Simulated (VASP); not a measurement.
Write the native input for VASP 6.6.1 that does the following.

- Task: single point
- Functional: LDA
- Potentials or basis: VASP PAW LDA potentials, release 64 (C)
- Cutoff: 520 eV
- k mesh: 10 × 10 × 3
- Occupations: gaussian, width 0.05 eV
- Spin: no spin polarisation
- Dipole correction: no
- Further INCAR settings: ALGO = Normal; EDIFF = 1e-06; NBANDS = 31; ISYM = 0

The structure of C lies in POSCAR:

```
C
1.0
   -2.4912907516      0.0000000000      0.0000000000
   -1.2456453758     -2.1575210791      0.0000000000
    1.2456453758      0.7191736930     10.7538776052
C
10
Direct
    0.0143749451      0.0143749451      0.6425248353
    0.9670457101      0.9670457101      0.5005371303
    0.0943521887      0.0943521887      0.8824565661
    0.8870684665      0.8870684665      0.2606053995
    0.1572110875      0.1572110875      0.0710332626
    0.8397078533      0.8397078533      0.1185235598
    0.3636439152      0.3636439152      0.6903317457
    0.6177767400      0.6177767400      0.4527302199
    0.4117552027      0.4117552027      0.8346656080
    0.5696654525      0.5696654525      0.3083963576
```

This cell differs from its parent crystal: the distance across one plane changed.

These files were run (other wordings do the same):

INCAR

```
SYSTEM = C
ALGO = Normal
EDIFF = 1E-6
ENCUT = 520
ISIF = 2
ISMEAR = 0
ISYM = 0
LASPH = .True.
LCHARG = .False.
LREAL = .False.
LWAVE = .False.
NBANDS = 31
NELM = 60
PREC = Accurate
SIGMA = 0.05
```

KPOINTS

```
k-points
0
Gamma
  10 10 3
  0 0 0
```

Potentials or basis: VASP PAW LDA potentials, release 64 (C).

The run is started by

```sh
$ cat potpaw_LDA.64/C/POTCAR > POTCAR
$ mpirun -np 1 vasp_std > vasp.out
```

It gave:

```json
{"Pressure": "-8.1 GPa", "Largest force": "2.301 eV/Å", "Band gap on the k mesh": "3.15 eV (least direct gap 3.36 eV)"}
```

Caveat: the cell differs from its parent crystal (the distance across one plane changed); the stress differs along the axes, from -24 to -0 GPa; forces of over 1 eV/Å act on the atoms, so gaps and moduli don't describe the material at rest.

Run time: 3.4 min on 1 thread of Intel(R) Xeon(R) Platinum 8488C (Sapphire Rapids), on a shared host, peak memory 0.27 GiB.
